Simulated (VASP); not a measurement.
# LiCaF3 (Pm-3m) in VASP: single point with PBE+D3(BJ)

Aim: the single point of LiCaF3 with PBE+D3(BJ).

Program: VASP 6.6.1. These are calculated values, not measurements. Logs are shortened: lines on timing, memory, paths and dates and some standing lists are left out, and cuts for length are marked.

### Step 1. The cell of the first run

The structure is cubic, space group Pm-3m (No. 221). Conventional cell: a = 3.761 Å, b = 3.761 Å, c = 3.761 Å, α = 90.00°, β = 90.00°, γ = 90.00°. Within 2.5 Å of Li (site symmetry m-3m) lie 6 F at 1.88 Å. Ca (site symmetry m-3m) has 12 F at 2.66 Å and 8 Li at 3.26 Å within 3.5 Å. Within 2.5 Å of F (site symmetry 4/mmm) lie 2 Li at 1.88 Å.

### Step 2. Single point, PBE+D3(BJ)

Input file INCAR:

```
SYSTEM = LiCaF3
PREC = Accurate ; ENCUT = 520
EDIFF = 1E-6 ; ISMEAR = 0
SIGMA = 0.01 ; LREAL = .False.
LASPH = .True. ; NELM = 60
ALGO = Normal ; ISIF = 2
LWAVE = .False. ; LCHARG = .False.
GGA = PE ; IVDW = 12
NBANDS = 25
```

Input file KPOINTS:

```
Automatic mesh
0
Gamma
  3 3 3
  0 0 0
```

Input file POSCAR:

```
LiCaF3
1.0
    3.7612440000      0.0000000000      0.0000000000
    0.0000000000      3.7612440000      0.0000000000
    0.0000000000      0.0000000000      3.7612440000
Li Ca F
1 1 3
Direct
    0.5000000000      0.5000000000      0.5000000000
    0.0000000000      0.0000000000      0.0000000000
    0.0000000000      0.5000000000      0.5000000000
    0.5000000000      0.5000000000      0.0000000000
    0.5000000000      0.0000000000      0.5000000000
```

Potentials or basis: VASP PAW PBE potentials, release 64 (Li_sv, Ca_sv, F).

Command:

```sh
cat potpaw_PBE.64/Li_sv/POTCAR potpaw_PBE.64/Ca_sv/POTCAR potpaw_PBE.64/F/POTCAR > POTCAR
mpirun -np 1 vasp_std > vasp.out
```

OUTCAR:

```text
SYSTEM = LiCaF3
   PREC = Accurate
   ENCUT = 520
   EDIFF = 1E-6
   ISMEAR = 0
   LREAL = .False.
   LASPH = .True.
   NELM = 60
   ISIF = 2
   GGA = PE
   IVDW = 12
 IVDW          = 12

 ion  position               nearest neighbor table
   1  0.500  0.500  0.500-   3 1.88   4 1.88   5 1.88   4 1.88   5 1.88   3 1.88
   2  0.000  0.000  0.000-
   3  0.000  0.500  0.500-   1 1.88   1 1.88
   4  0.500  0.500  0.000-   1 1.88   1 1.88
   5  0.500  0.000  0.500-   1 1.88   1 1.88

  LATTYP: Found a simple cubic cell.
 ALAT       =     3.7612440000

  Lattice vectors:

 A1 = (   3.7612440000,   0.0000000000,   0.0000000000)
 A2 = (   0.0000000000,   3.7612440000,   0.0000000000)
 A3 = (   0.0000000000,   0.0000000000,   3.7612440000)

Analysis of symmetry for initial positions (statically):
=====================================================================
 Subroutine PRICEL returns:
 Original cell was already a primitive cell.

 Routine SETGRP: Setting up the symmetry group for a
 simple cubic supercell.

 Subroutine GETGRP returns: Found 48 space group operations
 (whereof 48 operations were pure point group operations)
 out of a pool of 48 trial point group operations.

The static configuration has the point symmetry O_h .

Analysis of symmetry for dynamics (positions and initial velocities):
=====================================================================
 Subroutine PRICEL returns:
 Original cell was already a primitive cell.

 Routine SETGRP: Setting up the symmetry group for a
 simple cubic supercell.

 Subroutine GETGRP returns: Found 48 space group operations
 (whereof 48 operations were pure point group operations)
 out of a pool of 48 trial point group operations.

The dynamic configuration has the point symmetry O_h .

 Subroutine INISYM returns: Found 48 space group operations
 (whereof 48 operations are pure point group operations),
 and found     1 'primitive' translations

----------------------------------------------------------------------------------------

                                     Primitive cell

  volume of cell :      53.2102

  direct lattice vectors                    reciprocal lattice vectors
     3.761244000  0.000000000  0.000000000     0.265869484  0.000000000  0.000000000
     0.000000000  3.761244000  0.000000000     0.000000000  0.265869484  0.000000000
     0.000000000  0.000000000  3.761244000     0.000000000  0.000000000  0.265869484

  length of vectors
     3.761244000  3.761244000  3.761244000     0.265869484  0.265869484  0.265869484

  position of ions in fractional coordinates (direct lattice)
     0.500000000  0.500000000  0.500000000
     0.000000000  0.000000000  0.000000000
     0.000000000  0.500000000  0.500000000
     0.500000000  0.500000000  0.000000000
     0.500000000  0.000000000  0.500000000

  ion indices of the primitive-cell ions
   primitive index   ion index
                 1           1
                 2           2
                 3           3
                 4           4
                 5           5

----------------------------------------------------------------------------------------

 KPOINTS: Automatic mesh

Automatic generation of k-mesh.
 Grid dimensions read from file:
 generate k-points for:    3    3    3

 Generating k-lattice:

  Cartesian coordinates                     Fractional coordinates (reciprocal lattice)
     0.088623161  0.000000000  0.000000000     0.333333333  0.000000000  0.000000000
     0.000000000  0.088623161  0.000000000     0.000000000  0.333333333  0.000000000
     0.000000000  0.000000000  0.088623161     0.000000000  0.000000000  0.333333333

  Length of vectors
     0.088623161  0.088623161  0.088623161

  Shift w.r.t. Gamma in fractional coordinates (k-lattice)
     0.000000000  0.000000000  0.000000000

 Subroutine IBZKPT returns following result:
 ===========================================

 Found      4 irreducible k-points:

 Following reciprocal coordinates:
            Coordinates               Weight
  0.000000  0.000000  0.000000      1.000000
  0.333333  0.000000  0.000000      6.000000
  0.333333  0.333333  0.000000     12.000000
  0.333333  0.333333  0.333333      8.000000
   k-points           NKPTS =      4   k-points in BZ     NKDIM =      4   number of bands    NBANDS=     25
   number of dos      NEDOS =    301   number of ions     NIONS =      5
   total plane-waves  NPLWV =  21952
   dimension x,y,z NGX =    28 NGY =   28 NGZ =   28
   dimension x,y,z NGXF=    56 NGYF=   56 NGZF=   56
   ions per type =               1   1   3
   NGX,Y,Z   is equivalent  to a cutoff of  12.38, 12.38, 12.38 a.u.
   NGXF,Y,Z  is equivalent  to a cutoff of  24.75, 24.75, 24.75 a.u.
 SYSTEM =  LiCaF3
   PREC   = accura    normal or accurate (medium, high low for compatibility)
   ISTART =      0    job   : 0-new  1-cont  2-samecut
   ICHARG =      2    charge: 1-file 2-atom 10-const
   ISPIN  =      1    spin polarized calculation?
   LNONCOLLINEAR =      F non collinear calculations
   LSORBIT =      F    spin-orbit coupling
   LASPH  =      T    aspherical Exc in radial PAW
   ENCUT  =  520.0 eV  38.22 Ry    6.18 a.u.   6.99  6.99  6.99*2*pi/ulx,y,z
   NELM   =     60;   NELMIN=  2; NELMDL= -5     # of ELM steps
   EDIFF  = 0.1E-05   stopping-criterion for ELM
   LREAL  =      F    real-space projection
   EDIFFG = 0.1E-04   stopping-criterion for IOM
   NSW    =      0    number of steps for IOM
   IBRION =     -1    ionic relax: 0-MD 1-quasi-New 2-CG
   NFREE  =      0    steps in history (QN), initial steepest desc. (CG)
   ISIF   =      2    stress and relaxation
   ISYM   =      2    0-nonsym 1-usesym 2-fastsym
   POTIM  = 0.5000    time-step for ionic-motion
   TEBEG  =    0.0;   TEEND  =   0.0 temperature during run
   PSTRESS=    0.0 pullay stress
   NELECT =      34.0000    total number of electrons
   NUPDOWN=      -1.0000    fix difference up-down
   EMIN   =  10.00;   EMAX   =-10.00  energy-range for DOS
   EFERMI =   0.00;   METHOD = LEGACY
   ISMEAR =     0;   SIGMA  =   0.01  broadening in eV -4-tet -1-fermi 0-gaus
   EFERMI_NEDOS =   21; number of points for ismear=-14 and -15
   IALGO  =     38    algorithm
   IMIX   =      4    mixing-type and parameters
     AMIX     =   0.40;   BMIX     =  1.00
     AMIX_MAG =   1.60;   BMIX_MAG =  1.00
  volume/ion in A,a.u.               =      10.64        71.82
  Fermi-wavevector in a.u.,A,eV,Ry     =   1.410056  2.664619 27.051883  1.988257
  Thomas-Fermi vector in A             =   2.532049
   LORBIT       =      0    0 simple, 1 ext, 2 COOP (PROOUT), +10 PAW based schemes
   GGA     = PE    functional components
   LHFCALC =     F    Hartree Fock is set to
   AEXX    =    0.0000 exact exchange contribution
   IVDW    =    12    specifies the selected vdW correction
   LEPSILON=     F    determine dielectric tensor
   LRPA    =     F    only Hartree local field effects (RPA)
 non-spin polarized calculation
 Gauss-broadening in eV      SIGMA  =   0.01
  energy-cutoff  :      520.00
  volume of cell :       53.21
 maximum number of plane-waves:      1436
 NGX is ok and might be reduce to    28
   NGX = 13   NGY = 13   NGZ = 13

 number of electron      33.9999946 magnetization

 Free energy of the ion-electron system (eV)
  ---------------------------------------------------
  ext. energy  EPLUGINS =         0.00000000
  ---------------------------------------------------
  free energy    TOTEN  =       -26.08764316 eV

  energy without entropy =      -26.08764316  energy(sigma->0) =      -26.08764316

 E-fermi :   0.0674     XC(G=0): -10.2720

 val. band max:       -0.0315175651   @ k =   0.3333   0.3333   0.0000
 cond. band min:       6.5612420143   @ k =   0.0000   0.0000   0.0000
 fundamental gap:      6.5927595794
 Fermi energy:         0.0674350461

 k-point     1 :       0.0000    0.0000    0.0000
  band No.  band energies     occupation
      1     -40.1194      2.00000
      2     -37.7087      2.00000
      3     -20.2107      2.00000
      4     -19.2836      2.00000
      5     -19.2836      2.00000
      6     -18.6244      2.00000
[... 17 lines left out ...]
     24      17.6065      0.00000
     25      17.6065      0.00000

 k-point     2 :       0.3333    0.0000    0.0000
  band No.  band energies     occupation
      1     -40.1167      2.00000
      2     -37.7020      2.00000
      3     -20.2535      2.00000
      4     -19.6025      2.00000
      5     -19.2697      2.00000
      6     -18.6119      2.00000
[... 17 lines left out ...]
     24      13.5897      0.00000
     25      17.4800      0.00000

 k-point     3 :       0.3333    0.3333    0.0000
  band No.  band energies     occupation
      1     -40.1141      2.00000
      2     -37.6955      2.00000
      3     -20.1163      2.00000
      4     -19.7834      2.00000
      5     -19.4228      2.00000
      6     -18.6001      2.00000
[... 17 lines left out ...]
     24      13.5574      0.00000
     25      14.3681      0.00000

 k-point     4 :       0.3333    0.3333    0.3333
  band No.  band energies     occupation
      1     -40.1114      2.00000
      2     -37.6894      2.00000
      3     -19.9700      2.00000
      4     -19.6233      2.00000
      5     -19.6233      2.00000
      6     -18.6154      2.00000
[... 17 lines left out ...]
     24      14.1561      0.00000
     25      14.6864      0.00000

------------------------ aborting loop because EDIFF is reached ----------------------------------------

 Edisp (eV)   -0.86793

 E8    (eV) :    -0.3487

  FORCE on cell =-STRESS in cart. coord.  units (eV):
  Direction    XX          YY          ZZ          XY          YZ          ZX
  --------------------------------------------------------------------------------------
  -------------------------------------------------------------------------------------
  Total      -0.89911    -0.89911    -0.89911     0.00000     0.00000    -0.00000
  in kB     -27.07244   -27.07244   -27.07244     0.00000     0.00000    -0.00000
  external pressure =      -27.07 kB  Pullay stress =        0.00 kB

 VOLUME and BASIS-vectors are now :
 -----------------------------------------------------------------------------
  energy-cutoff  :      520.00
  volume of cell :       53.21
      direct lattice vectors                 reciprocal lattice vectors
     3.761244000  0.000000000  0.000000000     0.265869484  0.000000000  0.000000000
     0.000000000  3.761244000  0.000000000     0.000000000  0.265869484  0.000000000
     0.000000000  0.000000000  3.761244000     0.000000000  0.000000000  0.265869484

 POSITION                                       TOTAL-FORCE (eV/Angst)
 -----------------------------------------------------------------------------------
      1.88062      1.88062      1.88062         0.000000      0.000000      0.000000
      0.00000      0.00000      0.00000         0.000000      0.000000      0.000000
      0.00000      1.88062      1.88062         0.000000      0.000000      0.000000
      1.88062      1.88062      0.00000         0.000000      0.000000      0.000000
      1.88062      0.00000      1.88062         0.000000      0.000000      0.000000
 -----------------------------------------------------------------------------------
    total drift:                                0.000000      0.000000      0.000000

  FREE ENERGIE OF THE ION-ELECTRON SYSTEM (eV)
  ---------------------------------------------------
  free  energy   TOTEN  =       -26.9555714970 eV

  energy  without entropy=      -26.9555714970  energy(sigma->0) =      -26.95557150
```

It took 9.5 s on 1 thread of Intel Xeon 8259CL, shared host; peak memory 0.17 GiB.

What came out:

| Item | Value |
| --- | --- |
| Free energy | -26.9556 eV |
| Band gap on the k mesh | 6.59 eV, indirect (the least direct gap lies 0.7 meV higher) |
| Dispersion energy per atom | -0.174 eV |

Caveat: the k points lie up to 0.56 Å⁻¹ apart; the cutoff is under 1.25 times the usual one of these potentials, so pressure, stress and relaxed cells hold a basis-set (Pulay) error.
